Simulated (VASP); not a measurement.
Runs of VASP 6.6.1 on PbSe (Clausthalite). The structure is that of space group Fm-3m (No. 225), or close to it. The cells are those of the table. 

| task | level | cell | cutoff (eV) | gap on the mesh (eV) | pressure (GPa) | relaxed volume (Å³/atom) |
| --- | --- | --- | --- | --- | --- | --- |
| single point | PBE | a = 4.395 Å, angles 60.0°, 2 atoms | 520 | 0.44 | 0.0 | - |
| single point | PBEsol | a = 4.314 Å, angles 60.0°, 2 atoms | 520 | 0.17 | 0.0 | - |
| single point | RPBE | a = 4.451 Å, angles 60.0°, 2 atoms | 520 | (a) | 0.0 | - |
| relaxation of cell and atoms | PBE | relaxed from a = 4.328 Å, angles 60.0°, 2 atoms | 600 | 0.44 | 0.0 | 30.03 |
| relaxation of cell and atoms | PBEsol | relaxed from a = 4.328 Å, angles 60.0°, 2 atoms | 600 | 0.17 | 0.0 | 28.40 |

Alike in all rows: potentials or basis VASP PAW PBE potentials, release 64 (Pb_d, Se); no spin polarisation; k mesh 6 × 6 × 6; smearing gaussian 0.01 eV.

Question: Fill in the values left out.

Answer: (a) 0.63.

Caveats: spin-orbit coupling is left out, which moves the levels of the heavy elements; the PAW data sets were made with another functional, which shifts forces and pressure a little (some runs).

A k mesh can miss the band edges, and the runs leave out spin-orbit coupling on Pb, Se.
